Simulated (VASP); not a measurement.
# V (Pm-3m) in VASP: notebook

V is run at these levels: PBE; tasks: single point.

Program: VASP 6.6.1. These are calculated values, not measurements. Logs are shortened: lines on timing, memory, paths and dates and some standing lists are left out, and cuts for length are marked.

### Step 1. The cell of the first run

Symmetry: Pm-3m, No. 221, cubic system. Conventional cell: a = 2.465 Å, b = 2.465 Å, c = 2.465 Å, α = 90.00°, β = 90.00°, γ = 90.00°. Within 3.3 Å of V (site symmetry m-3m) lie 6 V at 2.47 Å.

This isn't the form of V at room conditions, which is bcc.

### Step 2. Single point, PBE

INCAR

```
PREC = Accurate
ENCUT = 520
EDIFF = 1E-7
ISMEAR = -1
SIGMA = 0.06122561905347299
LREAL = F
LASPH = T
NELM = 100
ALGO = Normal
ISIF = 2
LWAVE = F
LCHARG = T
GGA = PE
LELF = T
LVHAR = T
NBANDS = 12
```

KPOINTS

```
Automatic mesh
0
Gamma
  22 22 22
```

POSCAR

```
V
1.0
    2.4652069957      0.0000000000      0.0000000000
    0.0000000000      2.4652069957      0.0000000000
    0.0000000000      0.0000000000      2.4652069957
V
1
Direct
    0.0000000000      0.0000000000      0.0000000000
```

Potentials or basis: VASP PAW PBE potentials, release 64 (V_sv).

On the command line:

```sh
$ cat potpaw_PBE.64/V_sv/POTCAR > POTCAR
$ mpirun -np 1 vasp_std > vasp.out
```

OUTCAR:

```text
PREC = Accurate
   ENCUT = 520
   EDIFF = 1E-7
   ISMEAR = -1
   LREAL = F
   LASPH = T
   NELM = 100
   ISIF = 2
   GGA = PE

 ion  position               nearest neighbor table
   1  0.000  0.000  0.000-

  LATTYP: Found a simple cubic cell.
 ALAT       =     2.4652069957

  Lattice vectors:

 A1 = (   2.4652069957,   0.0000000000,   0.0000000000)
 A2 = (   0.0000000000,   2.4652069957,   0.0000000000)
 A3 = (   0.0000000000,   0.0000000000,   2.4652069957)

Analysis of symmetry for initial positions (statically):
=====================================================================
 Subroutine PRICEL returns:
 Original cell was already a primitive cell.

 Routine SETGRP: Setting up the symmetry group for a
 simple cubic supercell.

 Subroutine GETGRP returns: Found 48 space group operations
 (whereof 48 operations were pure point group operations)
 out of a pool of 48 trial point group operations.

The static configuration has the point symmetry O_h .

Analysis of symmetry for dynamics (positions and initial velocities):
=====================================================================
 Subroutine PRICEL returns:
 Original cell was already a primitive cell.

 Routine SETGRP: Setting up the symmetry group for a
 simple cubic supercell.

 Subroutine GETGRP returns: Found 48 space group operations
 (whereof 48 operations were pure point group operations)
 out of a pool of 48 trial point group operations.

The dynamic configuration has the point symmetry O_h .

 Subroutine INISYM returns: Found 48 space group operations
 (whereof 48 operations are pure point group operations),
 and found     1 'primitive' translations

----------------------------------------------------------------------------------------

                                     Primitive cell

  volume of cell :      14.9817

  direct lattice vectors                    reciprocal lattice vectors
     2.465206996  0.000000000  0.000000000     0.405645450  0.000000000  0.000000000
     0.000000000  2.465206996  0.000000000     0.000000000  0.405645450  0.000000000
     0.000000000  0.000000000  2.465206996     0.000000000  0.000000000  0.405645450

  length of vectors
     2.465206996  2.465206996  2.465206996     0.405645450  0.405645450  0.405645450

  position of ions in fractional coordinates (direct lattice)
     0.000000000  0.000000000  0.000000000

  ion indices of the primitive-cell ions
   primitive index   ion index
                 1           1

----------------------------------------------------------------------------------------

 KPOINTS: Automatic mesh

Automatic generation of k-mesh.
 Grid dimensions read from file:
 generate k-points for:   22   22   22

 Generating k-lattice:

  Cartesian coordinates                     Fractional coordinates (reciprocal lattice)
     0.018438430  0.000000000  0.000000000     0.045454545  0.000000000  0.000000000
     0.000000000  0.018438430  0.000000000     0.000000000  0.045454545  0.000000000
     0.000000000  0.000000000  0.018438430     0.000000000  0.000000000  0.045454545

  Length of vectors
     0.018438430  0.018438430  0.018438430

  Shift w.r.t. Gamma in fractional coordinates (k-lattice)
     0.000000000  0.000000000  0.000000000

 Subroutine IBZKPT returns following result:
 ===========================================

 Found    364 irreducible k-points:

 Following reciprocal coordinates:
            Coordinates               Weight
  0.000000  0.000000  0.000000      1.000000
  0.045455  0.000000  0.000000      6.000000
  0.090909  0.000000  0.000000      6.000000
  0.136364  0.000000  0.000000      6.000000
  0.181818  0.000000  0.000000      6.000000
  0.227273  0.000000  0.000000      6.000000
[... 16 lines left out ...]
  0.500000  0.045455  0.000000     12.000000
  0.090909  0.090909  0.000000     12.000000
 [... further k-points ...]
   k-points           NKPTS =    364   k-points in BZ     NKDIM =    364   number of bands    NBANDS=     12
   number of dos      NEDOS =    301   number of ions     NIONS =      1
   total plane-waves  NPLWV =   5832
   dimension x,y,z NGX =    18 NGY =   18 NGZ =   18
   dimension x,y,z NGXF=    36 NGYF=   36 NGZF=   36
   ions per type =               1
   NGX,Y,Z   is equivalent  to a cutoff of  12.14, 12.14, 12.14 a.u.
   NGXF,Y,Z  is equivalent  to a cutoff of  24.28, 24.28, 24.28 a.u.
 SYSTEM =  unknown system
   PREC   = accura    normal or accurate (medium, high low for compatibility)
   ISTART =      0    job   : 0-new  1-cont  2-samecut
   ICHARG =      2    charge: 1-file 2-atom 10-const
   ISPIN  =      1    spin polarized calculation?
   LNONCOLLINEAR =      F non collinear calculations
   LSORBIT =      F    spin-orbit coupling
   LASPH  =      T    aspherical Exc in radial PAW
   ENCUT  =  520.0 eV  38.22 Ry    6.18 a.u.   4.58  4.58  4.58*2*pi/ulx,y,z
   NELM   =    100;   NELMIN=  2; NELMDL= -5     # of ELM steps
   EDIFF  = 0.1E-06   stopping-criterion for ELM
   LREAL  =      F    real-space projection
   EDIFFG = 0.1E-05   stopping-criterion for IOM
   NSW    =      0    number of steps for IOM
   IBRION =     -1    ionic relax: 0-MD 1-quasi-New 2-CG
   NFREE  =      0    steps in history (QN), initial steepest desc. (CG)
   ISIF   =      2    stress and relaxation
   ISYM   =      2    0-nonsym 1-usesym 2-fastsym
   POTIM  = 0.5000    time-step for ionic-motion
   TEBEG  =    0.0;   TEEND  =   0.0 temperature during run
   PSTRESS=    0.0 pullay stress
   NELECT =      13.0000    total number of electrons
   NUPDOWN=      -1.0000    fix difference up-down
   EMIN   =  10.00;   EMAX   =-10.00  energy-range for DOS
   EFERMI =   0.00;   METHOD = LEGACY
   ISMEAR =    -1;   SIGMA  =   0.06  broadening in eV -4-tet -1-fermi 0-gaus
   EFERMI_NEDOS =   21; number of points for ismear=-14 and -15
   IALGO  =     38    algorithm
   IMIX   =      4    mixing-type and parameters
     AMIX     =   0.40;   BMIX     =  1.00
     AMIX_MAG =   1.60;   BMIX_MAG =  1.00
  volume/ion in A,a.u.               =      14.98       101.10
  Fermi-wavevector in a.u.,A,eV,Ry     =   1.561478  2.950766 33.173912  2.438214
  Thomas-Fermi vector in A             =   2.664538
   LORBIT       =      0    0 simple, 1 ext, 2 COOP (PROOUT), +10 PAW based schemes
   GGA     = PE    functional components
   LHFCALC =     F    Hartree Fock is set to
   AEXX    =    0.0000 exact exchange contribution
   IVDW    =     0    specifies the selected vdW correction
   LEPSILON=     F    determine dielectric tensor
   LRPA    =     F    only Hartree local field effects (RPA)
 non-spin polarized calculation
  energy-cutoff  :      520.00
  volume of cell :       14.98
 maximum number of plane-waves:       437
   NGX =  9   NGY =  9   NGZ =  9

 number of electron      12.9999993 magnetization

 Free energy of the ion-electron system (eV)
  ---------------------------------------------------
  ext. energy  EPLUGINS =         0.00000000
  ---------------------------------------------------
  free energy    TOTEN  =        -8.15426388 eV

  energy without entropy =       -8.13883923  energy(sigma->0) =       -8.14655155

 E-fermi :   8.6109     XC(G=0): -12.2216

 val. band max:        8.6021406051   @ k =   0.4091   0.4091   0.1818
 cond. band min:       8.6119326980   @ k =   0.5000   0.4545   0.1364
 fundamental gap:      0.0097920929
 Fermi energy:         8.6109016285

 k-point     1 :       0.0000    0.0000    0.0000
  band No.  band energies     occupation
      1     -55.2759      2.00000
      2     -28.5626      2.00000
      3     -28.5626      2.00000
      4     -28.5626      2.00000
      5       2.3059      2.00000
      6       6.5297      2.00000
      7       6.5297      2.00000
      8      12.0282      0.00000
      9      12.0282      0.00000
     10      12.0282      0.00000
     11      26.6210      0.00000
     12      26.6210      0.00000

 k-point     2 :       0.0455    0.0000    0.0000
  band No.  band energies     occupation
      1     -55.2729      2.00000
      2     -28.5835      2.00000
      3     -28.5608      2.00000
      4     -28.5608      2.00000
      5       2.3666      2.00000
      6       6.5437      2.00000
      7       6.5743      2.00000
      8      11.9818      0.00000
      9      11.9818      0.00000
     10      12.0317      0.00000
     11      26.0524      0.00000
     12      26.7156      0.00000

 k-point     3 :       0.0909    0.0000    0.0000
  band No.  band energies     occupation
      1     -55.2640      2.00000
      2     -28.6442      2.00000
      3     -28.5556      2.00000
      4     -28.5556      2.00000
      5       2.5458      2.00000
      6       6.5846      2.00000
      7       6.7057      2.00000
      8      11.8484      0.00000
      9      11.8484      0.00000
     10      12.0419      0.00000
     11      24.8028      0.00000
     12      26.9933      0.00000
[... 286 lines left out ...]
 k-point    23 :       0.5000    0.0455    0.0000
  band No.  band energies     occupation
      1     -55.1199      2.00000
      2     -29.5468      2.00000
      3     -28.4939      2.00000
      4     -28.4727      2.00000
      5       6.4349      2.00000
      6       7.3169      2.00000
      7       8.2419      1.99519
      8      10.1079      0.00000
      9      10.2655      0.00000
     10      12.1642      0.00000
     11      16.1585      0.00000
     12      27.6846      0.00000

 k-point    24 :       0.0909    0.0909    0.0000
  band No.  band energies     occupation
      1     -55.2520      2.00000
      2     -28.6418      2.00000
      3     -28.6320      2.00000
      4     -28.5487      2.00000
      5       2.7821      2.00000
      6       6.6984      2.00000
      7       6.8244      2.00000
      8      11.6605      0.00000
      9      11.8291      0.00000
     10      11.9001      0.00000
     11      24.9959      0.00000
     12      25.1941      0.00000

 [... further k-points ...]

------------------------ aborting loop because EDIFF is reached ----------------------------------------

  FORCE on cell =-STRESS in cart. coord.  units (eV):
  Direction    XX          YY          ZZ          XY          YZ          ZX
  --------------------------------------------------------------------------------------
  -------------------------------------------------------------------------------------
  Total       -0.2308196     -0.2308196     -0.2308196      0.0000000      0.0000000      0.0000000
  in kB      -24.6844289    -24.6844289    -24.6844289      0.0000000      0.0000000      0.0000000
  external PRESSURE =     -24.6844289 kB  Pullay stress =       0.0000000 kB

 VOLUME and BASIS-vectors are now :
 -----------------------------------------------------------------------------
  energy-cutoff  :      520.00
  volume of cell :       14.98
      direct lattice vectors                 reciprocal lattice vectors
     2.465206996  0.000000000  0.000000000     0.405645450  0.000000000  0.000000000
     0.000000000  2.465206996  0.000000000     0.000000000  0.405645450  0.000000000
     0.000000000  0.000000000  2.465206996     0.000000000  0.000000000  0.405645450

 POSITION                                       TOTAL-FORCE (eV/Angst)
 -----------------------------------------------------------------------------------
      0.00000      0.00000      0.00000         0.000000      0.000000      0.000000
 -----------------------------------------------------------------------------------
    total drift:                               -0.000000      0.000000      0.000000

  FREE ENERGIE OF THE ION-ELECTRON SYSTEM (eV)
  ---------------------------------------------------
  free  energy   TOTEN  =        -8.1542638760 eV

  energy  without entropy=       -8.1388392269  energy(sigma->0) =       -8.14655155
```

It took 39 s on 1 thread of Intel Xeon 8259CL, shared host; peak memory 0.17 GiB.

Results:

| Item | Value |
| --- | --- |
| Free energy | -8.1543 eV |
| Pressure | -2.5 GPa |
| Band gap on the k mesh | zero (an odd number of electrons rules out a gap without spin polarisation) |

Levels at points of the mesh, in eV from the Fermi level:
```tsv
k point	band 3	band 4	band 5	band 6	band 7	band 8	band 9	band 10	band 11	band 12
(0.00, 0.00, 0.00)	-37.17	-37.17	-6.31	-2.08	-2.08	3.42	3.42	3.42	18.01	18.01
(0.50, 0.00, 0.00)	-37.09	-37.09	-2.24	-1.34	-0.21	1.49	1.49	3.59	7.55	19.13
(0.50, 0.50, 0.00)	-38.01	-37.00	-3.45	-0.70	1.91	1.91	4.61	5.99	5.99	12.43
(0.50, 0.50, 0.50)	-37.88	-37.88	-1.87	-1.87	-1.87	4.72	4.72	10.33	13.12	13.12
```

### Step 3. Single point, PBE

This run uses another cell than the first one, of 15.28 Å³/atom.

INCAR

```
ALGO     = Normal         # electronic algorithm
EDIFF    = 1E-6           # SCF threshold, eV
ENCUT    = 520            # plane-wave cutoff, eV
GGA      = PE             # functional
ISIF     = 2              # what is computed and relaxed
ISMEAR   = -1             # smearing method
LASPH    = T              # aspherical terms in the spheres
LCHARG   = F              # write CHGCAR
LREAL    = F              # projectors in reciprocal space
LWAVE    = F              # write WAVECAR
NBANDS   = 12             # bands
NELM     = 80             # most SCF steps
PREC     = Accurate       # precision mode
SIGMA    = 0.06122561905347299 # smearing width, eV
```

KPOINTS

```
k-points
0
Gamma
  22 22 22
```

POSCAR

```
V
1.0
    2.4812152819      0.0000000000      0.0000000000
    0.0000000000      2.4812152819      0.0000000000
    0.0000000000      0.0000000000      2.4812152819
V
1
Direct
    0.0000000000      0.0000000000      0.0000000000
```

Potentials or basis: VASP PAW PBE potentials, release 64 (V_sv).

On the command line:

```sh
$ cat potpaw_PBE.64/V_sv/POTCAR > POTCAR
$ mpirun -np 1 vasp_std > vasp.out
```

OUTCAR:

```text
EDIFF = 1E-6
   ENCUT = 520
   GGA = PE
   ISIF = 2
   ISMEAR = -1
   LASPH = T
   LREAL = F
   NELM = 80
   PREC = Accurate

 ion  position               nearest neighbor table
   1  0.000  0.000  0.000-

  LATTYP: Found a simple cubic cell.
 ALAT       =     2.4812152819

  Lattice vectors:

 A1 = (   2.4812152819,   0.0000000000,   0.0000000000)
 A2 = (   0.0000000000,   2.4812152819,   0.0000000000)
 A3 = (   0.0000000000,   0.0000000000,   2.4812152819)

Analysis of symmetry for initial positions (statically):
=====================================================================
 Subroutine PRICEL returns:
 Original cell was already a primitive cell.

 Routine SETGRP: Setting up the symmetry group for a
 simple cubic supercell.

 Subroutine GETGRP returns: Found 48 space group operations
 (whereof 48 operations were pure point group operations)
 out of a pool of 48 trial point group operations.

The static configuration has the point symmetry O_h .

Analysis of symmetry for dynamics (positions and initial velocities):
[... 167 lines left out ...]
      3     -28.8279      2.00000
      4     -28.8279      2.00000
      5       2.1332      2.00000
      6       6.3612      2.00000
      7       6.3612      2.00000
      8      11.7249      0.00000
      9      11.7249      0.00000
     10      11.7249      0.00000
     11      26.1654      0.00000
     12      26.1654      0.00000
[... 331 lines left out ...]
 k-point    24 :       0.0909    0.0909    0.0000
  band No.  band energies     occupation
      1     -55.4882      2.00000
      2     -28.9025      2.00000
      3     -28.8934      2.00000
      4     -28.8148      2.00000
      5       2.6017      2.00000
      6       6.5251      2.00000
      7       6.6467      2.00000
      8      11.3680      0.00000
      9      11.5317      0.00000
     10      11.6005      0.00000
     11      24.5452      0.00000
     12      24.7459      0.00000

 [... further k-points ...]

------------------------ aborting loop because EDIFF is reached ----------------------------------------

  FORCE on cell =-STRESS in cart. coord.  units (eV):
  Direction    XX          YY          ZZ          XY          YZ          ZX
  --------------------------------------------------------------------------------------
  -------------------------------------------------------------------------------------
  Total       -0.4663834     -0.4663834     -0.4663834      0.0000000      0.0000000      0.0000000
  in kB      -48.9170550    -48.9170550    -48.9170550      0.0000000      0.0000000      0.0000000
  external PRESSURE =     -48.9170550 kB  Pullay stress =       0.0000000 kB

 VOLUME and BASIS-vectors are now :
 -----------------------------------------------------------------------------
  energy-cutoff  :      520.00
  volume of cell :       15.28
      direct lattice vectors                 reciprocal lattice vectors
     2.481215282  0.000000000  0.000000000     0.403028309  0.000000000  0.000000000
     0.000000000  2.481215282  0.000000000     0.000000000  0.403028309  0.000000000
     0.000000000  0.000000000  2.481215282     0.000000000  0.000000000  0.403028309

 POSITION                                       TOTAL-FORCE (eV/Angst)
 -----------------------------------------------------------------------------------
      0.00000      0.00000      0.00000         0.000000      0.000000      0.000000
 -----------------------------------------------------------------------------------
    total drift:                               -0.000000      0.000000      0.000000

  FREE ENERGIE OF THE ION-ELECTRON SYSTEM (eV)
  ---------------------------------------------------
  free  energy   TOTEN  =        -8.1475821950 eV

  energy  without entropy=       -8.1315779437  energy(sigma->0) =       -8.13958007
```

OSZICAR:

```text
N       E                     dE             d eps       ncg     rms          rms(c)
DAV:   1     0.956601563257E+02    0.95660E+02   -0.70968E+03  8744   0.117E+03
DAV:   2    -0.768616547131E+01   -0.10335E+03   -0.99885E+02  8868   0.329E+02
DAV:   3    -0.910365236927E+01   -0.14175E+01   -0.14081E+01  9804   0.455E+01
DAV:   4    -0.911119863653E+01   -0.75463E-02   -0.75460E-02  9400   0.354E+00
DAV:   5    -0.911129547383E+01   -0.96837E-04   -0.96838E-04  9872   0.381E-01    0.154E+01
DAV:   6    -0.815646990556E+01    0.95483E+00   -0.28643E+00  9148   0.243E+01    0.203E+00
DAV:   7    -0.814990401430E+01    0.65659E-02   -0.25142E-02  9036   0.194E+00    0.131E+00
DAV:   8    -0.814760454877E+01    0.22995E-02   -0.52877E-03  9572   0.930E-01    0.709E-02
DAV:   9    -0.814759420411E+01    0.10345E-04   -0.13647E-04  9000   0.154E-01    0.303E-02
DAV:  10    -0.814758197958E+01    0.12225E-04   -0.20268E-05  9484   0.625E-02    0.534E-03
DAV:  11    -0.814758219504E+01   -0.21546E-06   -0.34588E-07  5512   0.932E-03
   1 F= -.81475822E+01 E0= -.81395801E+01  d E =-.160043E-01
```

Run time: 51 s. Hardware: 1 thread of Intel Xeon 8259CL, shared host; peak memory 0.17 GiB.

What came out:

- Free energy: -8.1476 eV
- Pressure: -4.9 GPa
- Band gap on the k mesh: zero (an odd number of electrons rules out a gap without spin polarisation)

Caveat: the cell stands under tension.

(Part 1 of 2 ends here.)
